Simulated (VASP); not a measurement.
The system is BaS.

```xyz
2
Lattice="0.0000 3.2144 3.2144 3.2144 0.0000 3.2144 3.2144 3.2144 0.0000" Properties=species:S:1:pos:R:3 pbc="T T T"
Ba    0.0000    0.0000    0.0000
S     3.2144    3.2144    3.2144
```

Program: VASP 6.6.1. Alike in all runs: cell as given; k mesh 8 × 8 × 8; cutoff (eV) 520; smearing gaussian 0.02 eV. Hardware: 1 thread of Intel Xeon 6975P-C, on a shared host.

Order these runs on this cell by their wall time, lowest first.
A. task density of states; level PBE; potentials or basis VASP PAW PBE potentials, release 64 (Ba_sv, S); spin non-collinear, zero start, SOC; k mesh for the DOS 12 × 12 × 12; occupations for the DOS tetrahedron
B. task single point; level r2SCAN; potentials or basis VASP PAW PBE potentials, release 64 (Ba_sv, S); spin off
C. task density of states; level LDA; potentials or basis VASP PAW LDA potentials, release 64 (Ba_sv, S); spin off; k mesh for the DOS 12 × 12 × 12; occupations for the DOS tetrahedron

C (47 s), B (99 s), A (300 s).

Caveats: spin-orbit coupling is left out, which moves the levels of the heavy elements (some runs).
